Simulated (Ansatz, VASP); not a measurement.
## Si3C in VASP and in Ansatz

```
CELL_PARAMETERS angstrom
4.94793 0.00000 0.00000
-2.47397 4.28503 0.00000
0.00000 0.00000 2.41301
ATOMIC_POSITIONS crystal
Si 0.50000 0.00000 0.50000
Si 0.00000 0.50000 0.50000
Si 0.50000 0.50000 0.50000
C 0.00000 0.00000 0.50000
```

Alike in both runs: functional PBE; k mesh 6 × 6 × 6; occupations gaussian, width 0.1 eV; no spin polarisation.

Ansatz relaxed the structure, and its values are those at the end. VASP's run is a single point on that final structure, the one shown.

|  | VASP | Ansatz |
| --- | --- | --- |
| version | VASP 6.6.1 | Ansatz 0.2.0 |
| potentials or method | VASP PAW PBE potentials, release 64 (Si, C), cutoff 520 eV | scalar-relativistic, plane waves, PAW |
| valence electrons in the cell | 16 | 16 |

```tsv
	VASP	Ansatz	Ansatz less VASP
gap on the k mesh at the Fermi level (eV)	none	none	-
pressure (GPa)	0.0	0.0	+0.05
```

A gap of «none» marks a metal or a gap that the smearing closes. With one functional, cell and mesh, what is left measures potentials, basis and numerics.

The k mesh is coarse, so the values compare programs but aren't converged.
